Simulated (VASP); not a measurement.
Here is a VASP 6.6.1 calculation.

The input INCAR:

```
ALGO = Normal ; EDIFF = 1E-7
ENCUT = 520 ; GGA = PS
ISIF = 2 ; ISMEAR = 0
LASPH = True ; LCHARG = True
LELF = True ; LREAL = False
LVHAR = True ; LWAVE = False
NBANDS = 16 ; NELM = 100
PREC = Accurate ; SIGMA = 0.01
```

KPOINTS

```
k-points
0
Gamma
  10 10 10
```

POSCAR

```
GaN
1.0
    2.2603829582      2.2603829582      0.0000000000
   -2.2603829582      2.2603829582      0.0000000000
    0.0000000000      2.2603829582      2.2367619308
Ga N
1 1
Direct
    0.0000000000      0.0000000000      0.0000000000
    0.2500000000      0.7500000000      0.5000000000
```

Potentials or basis: VASP PAW PBE potentials, release 64 (Ga_d, N).

Command:

```console
$ cat potpaw_PBE.64/Ga_d/POTCAR potpaw_PBE.64/N/POTCAR > POTCAR
$ mpirun -np 1 vasp_std > vasp.out
```

Predict the band gap on the k mesh.

1.66 eV, direct.

What does it give for the pressure?

-1.1 GPa.

Stress tensor (GPa, compression positive):
```
-1.50  0.00  0.00
 0.00 -1.50  0.00
 0.00  0.00 -0.22
```

Caveat: the cell differs from its parent crystal (in-plane strain +0.005, then relaxed in part); the PAW data sets were made with another functional, which shifts forces and pressure a little.
